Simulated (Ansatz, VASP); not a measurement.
## ZnSe in VASP and in Ansatz

```
Se Zn
1.0
     0.00000    2.77595    2.77595
     2.77595    0.00000    2.77595
     2.77595    2.77595    0.00000
Se Zn
1 1
Direct
  0.75000 0.75000 0.75000
  0.00000 0.00000 0.00000
```

Alike in both runs: task single point; functional BHLYP; k mesh 4 × 4 × 4; occupations fermi-dirac, width 0.05 eV; no spin polarisation.

|  | VASP | Ansatz |
| --- | --- | --- |
| version | VASP 6.6.1 | Ansatz 0.2.0 |
| potentials or method | VASP PAW PBE potentials, release 64 (Se, Zn) | Ansatz PAW |
| plane-wave cutoff (eV) | 520 | 420 |
| valence electrons in the cell | 18 | 28 |

Ansatz gave:

```
gap on the k mesh at the Fermi level (eV) : 5.31
least direct gap on the mesh (eV)         : 5.31
pressure (GPa)                            : 8.6
```

Which values does VASP return?

gap on the k mesh at the Fermi level (eV): 5.41; least direct gap on the mesh (eV): 5.41; pressure (GPa): 8.2.

VASP's potentials were made for PBE, not for BHLYP. VASP's potentials hold 18 valence electrons a cell and Ansatz's 28, so a difference there can come from the potentials and not from the codes.

The k mesh is coarse, so the values compare programs but aren't converged.
